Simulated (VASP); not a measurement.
## Ru: single point with LDA

Crystal: Ru.

```
CELL_PARAMETERS angstrom
2.67753 0.00000 0.00000
-1.33877 2.31881 0.00000
0.00000 0.00000 4.21813
ATOMIC_POSITIONS crystal
Ru 0.33333 0.66667 0.25000
Ru 0.66667 0.33333 0.75000
```

```
Program                : VASP 6.6.1
Task                   : single point
Functional             : LDA
Potentials or basis    : VASP PAW LDA potentials, release 64 (Ru_sv)
Cutoff                 : 560 eV
k mesh                 : 13 × 13 × 8
Occupations            : fermi-dirac, width 0.1 eV
Spin                   : no spin polarisation
Dipole correction      : no
Further INCAR settings : ALGO = Normal; EDIFF = 1e-06; NBANDS = 23
```

| Quantity | Value |
| --- | --- |
| Pressure | 0.6 GPa |
| Band gap on the k mesh | zero (bands 16 and 17 overlap by 3.29 eV) |

Levels at points of the mesh, in eV from the Fermi level:
| k point | band 14 | band 15 | band 16 | band 17 | band 18 | band 19 |
| --- | --- | --- | --- | --- | --- | --- |
| (0.00, 0.00, 0.00) | -2.07 | -2.07 | -1.55 | -1.55 | 1.22 | 1.22 |
| (0.00, 0.00, 0.50) | -2.99 | -2.86 | -2.86 | 0.55 | 0.55 | 0.55 |

It took 46 s on 1 thread of AMD EPYC 7R13 Processor (Zen 3), with other jobs on the host, peak memory 0.14 GiB.
